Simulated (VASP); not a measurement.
# SnSe (P1) in VASP: single point with PBE

Aim: the single point of SnSe with PBE.

All numbers are computed with VASP 6.6.1; they aren't measurements. Logs are shortened: lines on timing, memory, paths and dates and some standing lists are left out, and cuts for length are marked.

**1. The cell of the first run**

The typed cell holds 16 atoms: a = 8.443 Å, b = 8.443 Å, c = 8.443 Å, α = 60.00°, β = 60.00°, γ = 60.00°.

**2. Single point, PBE**

File INCAR:

```
SYSTEM = SnSe
PREC = Accurate
ENCUT = 520
EDIFF = 1E-7
ISMEAR = -1
SIGMA = 0.02
LREAL = Auto
LASPH = .TRUE.
NELM = 80
ALGO = Normal
ISIF = 2
LWAVE = .FALSE.
LCHARG = .FALSE.
GGA = PE
NBANDS = 94
```

File KPOINTS:

```
regular mesh
0
G
  2 2 2
  0 0 0
```

File POSCAR:

```
SnSe
1.0
    0.0000000000      5.9697789912      5.9697789912
    5.9697789912      0.0000000000      5.9697789912
    5.9697789912      5.9697789912      0.0000000000
Sn Se
8 8
Direct
    0.0080460265      0.0091139052     -0.0097273283
   -0.0006256513     -0.0146275097      0.5063276219
    0.0033719004      0.5169190525      0.0003548708
   -0.0009348755      0.5066561098      0.4966827088
    0.4968732518     -0.0002441464      0.0077519620
    0.5109045083      0.0138991745      0.5037370738
    0.5040280393      0.5062123748     -0.0032810260
    0.5088149837      0.4731357734      0.5072038688
    0.2428695438      0.2562934913      0.2497709718
    0.2201408129      0.2635600082      0.7526276947
    0.2603436412      0.7539558846      0.2489418791
    0.2456308688      0.7632150213      0.7357635863
    0.7470825983      0.2453573243      0.2550002274
    0.7684867408      0.2345400059      0.7577593755
    0.7386578308      0.7774282778      0.2404102400
    0.7567691378      0.7473305974      0.7553283809
```

Potentials or basis: VASP PAW PBE potentials, release 64 (Sn_d, Se).

Run with:

```sh
$ cat potpaw_PBE.64/Sn_d/POTCAR potpaw_PBE.64/Se/POTCAR > POTCAR
$ mpirun -np 1 vasp_std > vasp.out
```

OUTCAR:

```text
SYSTEM = SnSe
   PREC = Accurate
   ENCUT = 520
   EDIFF = 1E-7
   ISMEAR = -1
   LREAL = Auto
   LASPH = .TRUE.
   NELM = 80
   ISIF = 2
   GGA = PE

 ion  position               nearest neighbor table
   1  0.008  0.009  0.990-  10 2.79  14 2.82  12 2.99  13 2.99  15 3.00  11 3.05
   2  0.999  0.985  0.506-  12 2.84  16 2.87  11 2.92  14 2.99  13 3.01   9 3.07
   3  0.003  0.517  0.000-  12 2.92   9 2.92  16 2.94  15 2.99  10 3.01  13 3.15
   4  0.999  0.507  0.497-  10 2.85   9 2.97  16 2.98  14 3.01  11 3.04  15 3.09
   5  0.497  1.000  0.008-  15 2.84  11 2.88   9 2.98  16 3.01  14 3.03  10 3.18
   6  0.511  0.014  0.504-  13 2.79  16 2.97  15 2.99  10 3.00  12 3.09   9 3.12
[... 8 lines left out ...]
  15  0.739  0.777  0.240-   5 2.84   6 2.99   3 2.99   1 3.00   4 3.09   8 3.20
  16  0.757  0.747  0.755-   2 2.87   3 2.94   7 2.95   6 2.97   4 2.98   5 3.01

  LATTYP: Found a face centered cubic cell.
 ALAT       =    11.9395579824

  Lattice vectors:

 A1 = (   0.0000000000,   5.9697789912,   5.9697789912)
 A2 = (   5.9697789912,   0.0000000000,   5.9697789912)
 A3 = (   5.9697789912,   5.9697789912,   0.0000000000)

Analysis of symmetry for initial positions (statically):
=====================================================================
 Subroutine PRICEL returns:
 Original cell was already a primitive cell.

 Routine SETGRP: Setting up the symmetry group for a
 face centered cubic supercell.

 Subroutine GETGRP returns: Found  1 space group operations
 (whereof  1 operations were pure point group operations)
 out of a pool of 48 trial point group operations.

The static configuration has the point symmetry C_1 .

Analysis of symmetry for dynamics (positions and initial velocities):
=====================================================================
 Subroutine PRICEL returns:
 Original cell was already a primitive cell.

 Routine SETGRP: Setting up the symmetry group for a
 face centered cubic supercell.

 Subroutine GETGRP returns: Found  1 space group operations
 (whereof  1 operations were pure point group operations)
 out of a pool of 48 trial point group operations.

The dynamic configuration has the point symmetry C_1 .

 Subroutine INISYM returns: Found  1 space group operations
 (whereof  1 operations are pure point group operations),
 and found     1 'primitive' translations

----------------------------------------------------------------------------------------

                                     Primitive cell

  volume of cell :     425.5051

  direct lattice vectors                    reciprocal lattice vectors
     0.000000000  5.969778991  5.969778991    -0.083755194  0.083755194  0.083755194
     5.969778991  0.000000000  5.969778991     0.083755194 -0.083755194  0.083755194
     5.969778991  5.969778991  0.000000000     0.083755194  0.083755194 -0.083755194

  length of vectors
     8.442542414  8.442542414  8.442542414     0.145068252  0.145068252  0.145068252

  position of ions in fractional coordinates (direct lattice)
     0.008046026  0.009113905  0.990272672
     0.999374349  0.985372490  0.506327622
     0.003371900  0.516919053  0.000354871
     0.999065124  0.506656110  0.496682709
     0.496873252  0.999755854  0.007751962
     0.510904508  0.013899174  0.503737074
[... 8 lines left out ...]
     0.738657831  0.777428278  0.240410240
     0.756769138  0.747330597  0.755328381

  ion indices of the primitive-cell ions
   primitive index   ion index
                 1           1
                 2           2
                 3           3
                 4           4
                 5           5
                 6           6
[... 8 lines left out ...]
                15          15
                16          16

----------------------------------------------------------------------------------------

 KPOINTS: regular mesh

Automatic generation of k-mesh.
 Grid dimensions read from file:
 generate k-points for:    2    2    2

 Generating k-lattice:

  Cartesian coordinates                     Fractional coordinates (reciprocal lattice)
    -0.041877597  0.041877597  0.041877597     0.500000000  0.000000000  0.000000000
     0.041877597 -0.041877597  0.041877597     0.000000000  0.500000000  0.000000000
     0.041877597  0.041877597 -0.041877597     0.000000000  0.000000000  0.500000000

  Length of vectors
     0.072534126  0.072534126  0.072534126

  Shift w.r.t. Gamma in fractional coordinates (k-lattice)
     0.000000000  0.000000000  0.000000000

 Subroutine IBZKPT returns following result:
 ===========================================

 Found      8 irreducible k-points:

 Following reciprocal coordinates:
            Coordinates               Weight
  0.000000  0.000000  0.000000      1.000000
  0.500000  0.000000  0.000000      1.000000
  0.000000  0.500000  0.000000      1.000000
  0.000000  0.000000  0.500000      1.000000
  0.500000  0.500000  0.500000      1.000000
  0.500000  0.500000  0.000000      1.000000
  0.000000  0.500000  0.500000      1.000000
  0.500000  0.000000  0.500000      1.000000
   k-points           NKPTS =      8   k-points in BZ     NKDIM =      8   number of bands    NBANDS=     94
   number of dos      NEDOS =    301   number of ions     NIONS =     16
   total plane-waves  NPLWV = 262144
   dimension x,y,z NGX =    64 NGY =   64 NGZ =   64
   dimension x,y,z NGXF=   128 NGYF=  128 NGZF=  128
   ions per type =               8   8
   NGX,Y,Z   is equivalent  to a cutoff of  12.60, 12.60, 12.60 a.u.
   NGXF,Y,Z  is equivalent  to a cutoff of  25.21, 25.21, 25.21 a.u.
 SYSTEM =  SnSe
   PREC   = accura    normal or accurate (medium, high low for compatibility)
   ISTART =      0    job   : 0-new  1-cont  2-samecut
   ICHARG =      2    charge: 1-file 2-atom 10-const
   ISPIN  =      1    spin polarized calculation?
   LNONCOLLINEAR =      F non collinear calculations
   LSORBIT =      F    spin-orbit coupling
   LASPH  =      T    aspherical Exc in radial PAW
   ENCUT  =  520.0 eV  38.22 Ry    6.18 a.u.  15.70 15.70 15.70*2*pi/ulx,y,z
   NELM   =     80;   NELMIN=  2; NELMDL= -5     # of ELM steps
   EDIFF  = 0.1E-06   stopping-criterion for ELM
   LREAL  =      T    real-space projection
   EDIFFG = 0.1E-05   stopping-criterion for IOM
   NSW    =      0    number of steps for IOM
   IBRION =     -1    ionic relax: 0-MD 1-quasi-New 2-CG
   NFREE  =      0    steps in history (QN), initial steepest desc. (CG)
   ISIF   =      2    stress and relaxation
   ISYM   =      2    0-nonsym 1-usesym 2-fastsym
   POTIM  = 0.5000    time-step for ionic-motion
   TEBEG  =    0.0;   TEEND  =   0.0 temperature during run
   PSTRESS=    0.0 pullay stress
   NELECT =     160.0000    total number of electrons
   NUPDOWN=      -1.0000    fix difference up-down
   EMIN   =  10.00;   EMAX   =-10.00  energy-range for DOS
   EFERMI =   0.00;   METHOD = LEGACY
   ISMEAR =    -1;   SIGMA  =   0.02  broadening in eV -4-tet -1-fermi 0-gaus
   EFERMI_NEDOS =   21; number of points for ismear=-14 and -15
   IALGO  =     38    algorithm
   IMIX   =      4    mixing-type and parameters
     AMIX     =   0.40;   BMIX     =  1.00
     AMIX_MAG =   1.60;   BMIX_MAG =  1.00
  volume/ion in A,a.u.               =      26.59       179.47
  Fermi-wavevector in a.u.,A,eV,Ry     =   1.181626  2.232949 18.996987  1.396239
  Thomas-Fermi vector in A             =   2.317895
   LORBIT       =      0    0 simple, 1 ext, 2 COOP (PROOUT), +10 PAW based schemes
   GGA     = PE    functional components
   LHFCALC =     F    Hartree Fock is set to
   AEXX    =    0.0000 exact exchange contribution
   IVDW    =     0    specifies the selected vdW correction
   LEPSILON=     F    determine dielectric tensor
   LRPA    =     F    only Hartree local field effects (RPA)
 non-spin polarized calculation
  energy-cutoff  :      520.00
  volume of cell :      425.51
 maximum number of plane-waves:     11575
 NGX is ok and might be reduce to    64
   NGX = 31   NGY = 31   NGZ = 31

 number of electron     160.0000005 magnetization

 Free energy of the ion-electron system (eV)
  ---------------------------------------------------
  ext. energy  EPLUGINS =         0.00000000
  ---------------------------------------------------
  free energy    TOTEN  =       -65.75357265 eV

  energy without entropy =      -65.75357226  energy(sigma->0) =      -65.75357245

 E-fermi :   6.0987     XC(G=0):  -9.7356

 val. band max:        5.8377279354   @ k =   0.0000   0.0000   0.0000
 cond. band min:       6.3550276431   @ k =   0.0000   0.0000   0.0000
 fundamental gap:      0.5172997077
 Fermi energy:         6.0987077764

 k-point     1 :       0.0000    0.0000    0.0000
  band No.  band energies     occupation
      1     -15.8421      2.00000
      2     -15.8417      2.00000
      3     -15.8351      2.00000
      4     -15.8271      2.00000
      5     -15.8259      2.00000
      6     -15.8252      2.00000
[... 84 lines left out ...]
     91       7.2230      0.00000
     92       7.3136      0.00000

 k-point     2 :       0.5000    0.0000    0.0000
  band No.  band energies     occupation
      1     -15.8401      2.00000
      2     -15.8393      2.00000
      3     -15.8329      2.00000
      4     -15.8264      2.00000
      5     -15.8247      2.00000
      6     -15.8242      2.00000
[... 559 lines left out ...]
     91       7.9981      0.00000
     92       8.0837      0.00000

 k-point     8 :       0.5000    0.0000    0.5000
  band No.  band energies     occupation
      1     -15.8374      2.00000
      2     -15.8362      2.00000
      3     -15.8335      2.00000
      4     -15.8302      2.00000
      5     -15.8242      2.00000
      6     -15.8234      2.00000
[... 84 lines left out ...]
     91       7.7504      0.00000
     92       8.4022      0.00000
 [bands above 92 left out]

------------------------ aborting loop because EDIFF is reached ----------------------------------------

  FORCE on cell =-STRESS in cart. coord.  units (eV):
  Direction    XX          YY          ZZ          XY          YZ          ZX
  --------------------------------------------------------------------------------------
  -------------------------------------------------------------------------------------
  Total        2.6822130      4.5704198      4.1869283     -0.0713798      0.2369921      0.0575109
  in kB       10.0994817     17.2092490     15.7652676     -0.2687701      0.8923593      0.2165489
  external PRESSURE =      14.3579994 kB  Pullay stress =       0.0000000 kB

 VOLUME and BASIS-vectors are now :
 -----------------------------------------------------------------------------
  energy-cutoff  :      520.00
  volume of cell :      425.51
      direct lattice vectors                 reciprocal lattice vectors
     0.000000000  5.969778991  5.969778991    -0.083755194  0.083755194  0.083755194
     5.969778991  0.000000000  5.969778991     0.083755194 -0.083755194  0.083755194
     5.969778991  5.969778991  0.000000000     0.083755194  0.083755194 -0.083755194

 POSITION                                       TOTAL-FORCE (eV/Angst)
 -----------------------------------------------------------------------------------
      5.96612      5.95974      0.10244        -0.176717      0.206693     -0.477314
      8.90512      8.98871     11.84850         0.113792      0.071897      0.461800
      3.08801      0.02225      3.10602         0.055499      0.139756      0.001465
      5.98971      8.92928      8.98882        -0.146133     -0.119211     -0.077310
      6.01460      3.01250      8.93454         0.131133      0.034726      0.191088
      3.09017      6.05719      3.13296        -0.214092     -0.273880     -0.472328
[... 8 lines left out ...]
      6.07627      5.84482      9.05070        -0.145468      0.242500     -0.377294
      8.97054      9.02689      8.97914         0.079560     -0.268824     -0.166914
 -----------------------------------------------------------------------------------
    total drift:                                0.002390     -0.011642     -0.000860

  FREE ENERGIE OF THE ION-ELECTRON SYSTEM (eV)
  ---------------------------------------------------
  free  energy   TOTEN  =       -65.7535726457 eV

  energy  without entropy=      -65.7535722583  energy(sigma->0) =      -65.75357245
```

It took 14 min on 1 thread of AMD EPYC 7R43 (Zen 3), shared host; peak memory 0.6 GiB.

What came out:

```yaml
Free_energy: -65.7536 eV
Pressure: 1.4 GPa
Largest_force: 0.779 eV/Å
Band_gap_on_the_k_mesh: 0.52 eV
```

Forces on the atoms (eV/Å):
```
Sn  -0.177  0.207 -0.477
Sn   0.114  0.072  0.462
Sn   0.055  0.140  0.001
Sn  -0.146 -0.119 -0.077
Sn   0.131  0.035  0.191
Sn  -0.214 -0.274 -0.472
Sn  -0.118 -0.009 -0.260
Sn   0.403 -0.098  0.346
Se   0.007  0.213  0.125
Se  -0.064  0.314  0.710
Se  -0.170  0.059 -0.333
Se   0.000  0.412 -0.144
Se   0.015 -0.274  0.426
Se   0.230 -0.650  0.046
Se  -0.145  0.242 -0.377
Se   0.080 -0.269 -0.167
```

Stress tensor (GPa, compression positive):
```
 1.01 -0.03  0.02
-0.03  1.72  0.09
 0.02  0.09  1.58
```

Levels at points of the mesh, in eV from the valence-band top:
| k point | band 77 | band 78 | band 79 | band 80 | band 81 | band 82 | band 83 | band 84 |
| --- | --- | --- | --- | --- | --- | --- | --- | --- |
| (0.00, 0.00, 0.00) | -0.13 | -0.10 | -0.03 | 0.00 | 0.52 | 0.61 | 0.66 | 0.68 |
| (0.50, 0.00, 0.00) | -1.97 | -1.87 | -1.01 | -0.89 | 1.99 | 2.18 | 2.33 | 2.36 |
| (0.00, 0.50, 0.00) | -1.98 | -1.91 | -1.02 | -0.87 | 1.95 | 2.21 | 2.31 | 2.32 |
| (0.00, 0.00, 0.50) | -1.93 | -1.83 | -1.01 | -0.91 | 2.10 | 2.13 | 2.25 | 2.40 |
| (0.50, 0.50, 0.50) | -1.92 | -1.84 | -1.03 | -0.90 | 2.07 | 2.16 | 2.28 | 2.30 |
| (0.50, 0.50, 0.00) | -0.75 | -0.68 | -0.39 | -0.35 | 0.92 | 1.00 | 1.33 | 1.45 |
| (0.00, 0.50, 0.50) | -0.77 | -0.71 | -0.42 | -0.38 | 0.97 | 1.00 | 1.40 | 1.42 |
| (0.50, 0.00, 0.50) | -0.65 | -0.65 | -0.53 | -0.48 | 1.13 | 1.21 | 1.23 | 1.30 |

Caveat: the k points lie up to 0.46 Å⁻¹ apart; the atoms stand as in a frame of molecular dynamics; spin-orbit coupling is left out, which moves the levels of the heavy elements.
